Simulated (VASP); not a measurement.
A run of VASP 6.6.1 is set up as follows.

The input INCAR:

```
SYSTEM = Os
PREC = Accurate ; ENCUT = 520
EDIFF = 1E-6 ; ISMEAR = 0
SIGMA = 0.1 ; LREAL = .False.
LASPH = .True. ; NELM = 60
ALGO = Fast ; ISIF = 2
LWAVE = .False. ; LCHARG = .False.
GGA = PE ; NBANDS = 15
```

File KPOINTS:

```
Automatic mesh
0
Gamma
  8 8 6
  0 0 0
```

File POSCAR:

```
Os
1.0
    1.3885688789     -4.0367962255      0.0267174559
    1.3885688789      4.0367962255      0.0267174559
   -0.0535937504      0.0000000000      2.7457817308
Os
2
Direct
    0.8548707623      0.1451292377      0.2500000000
    0.1451292377      0.8548707623      0.7500000000
```

Potentials or basis: VASP PAW PBE potentials, release 64 (Os).

The run is started by

```sh
$ cat potpaw_PBE.64/Os/POTCAR > POTCAR
$ mpirun -np 1 vasp_std > vasp.out
```

Question: What does it give for the largest force?

Answer: 0.005 eV/Å.

Question: Predict the pressure.

Answer: 0.1 GPa.

Forces on the atoms (eV/Å):
```
Os   0.000 -0.005  0.000
Os   0.000  0.005  0.000
```

Caveat: the k points lie up to 0.38 Å⁻¹ apart.
